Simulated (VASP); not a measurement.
Rh, 1 atom in the cell. Symmetry: I4/mmm, No. 139, tetragonal system. Conventional cell: a = 2.619 Å, b = 2.619 Å, c = 3.754 Å, α = 90.00°, β = 90.00°, γ = 90.00°. Rh (site symmetry 4/mmm) has 12 Rh at 2.62 to 2.64 Å within 3.5 Å. 

```yaml
Program: VASP 6.6.1
Task: single point
Functional: LDA
Potentials_or_basis: VASP PAW LDA potentials, release 64 (Rh_pv)
Cutoff: 520 eV
k_mesh: 20 × 20 × 20
Occupations: gaussian, width 0.15 eV
Spin: no spin polarisation
Dipole_correction: no
Further_INCAR_settings: ALGO = Fast; EDIFF = 1e-07; NBANDS = 14
```

Potentials or basis: VASP PAW LDA potentials, release 64 (Rh_pv).

Launch:

```sh
$ cat potpaw_LDA.64/Rh_pv/POTCAR > POTCAR
$ mpirun -np 1 vasp_std > vasp.out
```

Hardware: 1 thread of Intel(R) Xeon(R) Platinum 8259CL CPU @ 2.50GHz (Skylake/Cascade Lake) (shared host).

**Question.** How long does it take, and how much memory?

**Answer.** Wall time 86 s on 1 thread of Intel(R) Xeon(R) Platinum 8259CL CPU @ 2.50GHz (Skylake/Cascade Lake), with other jobs on the host, peak memory 0.21 GiB. Counts: scf iterations 13, k points 641.
